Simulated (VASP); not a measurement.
A run of VASP 6.6.1 is set up as follows.

The input INCAR:

```
PREC = Accurate
ENCUT = 520
EDIFF = 1E-6
ISMEAR = 0
SIGMA = 0.05
LREAL = F
LASPH = T
NELM = 80
ALGO = Normal
ISIF = 2
LWAVE = F
LCHARG = F
GGA = PS
NBANDS = 11
```

File KPOINTS:

```
regular mesh
0
Gamma
  10 10 10
```

The input POSCAR:

```
AlN
1.0
    0.0000000000      2.1886566781      2.1886566781
    2.1886566781      0.0000000000      2.1886566781
    2.1886566781      2.1886566781      0.0000000000
Al N
1 1
Direct
   -0.0045066557      0.0045066557      0.0045066557
    0.7586811240      0.7413188760      0.7413188760
```

Potentials or basis: VASP PAW PBE potentials, release 64 (Al, N).

The run is started by

```sh
$ cat potpaw_PBE.64/Al/POTCAR potpaw_PBE.64/N/POTCAR > POTCAR
$ mpirun -np 1 vasp_std > vasp.out
```

Task: Predict the pressure.

Result: 0.4 GPa.

Task: Estimate the band gap on the k mesh.

Result: 3.03 eV, indirect (least direct gap 3.92 eV).

Task: Estimate the largest force.

Result: 0.829 eV/Å.

Forces on the atoms (eV/Å):
```
Al  -0.829  0.000  0.000
N    0.829  0.000  0.000
```

Caveat: the cell differs from its parent crystal (mode 4 frozen in at -0.038 Å and mode 5 at +0.000 Å (largest displacements)); the PAW data sets were made with another functional, which shifts forces and pressure a little. A k mesh can miss the band edges.
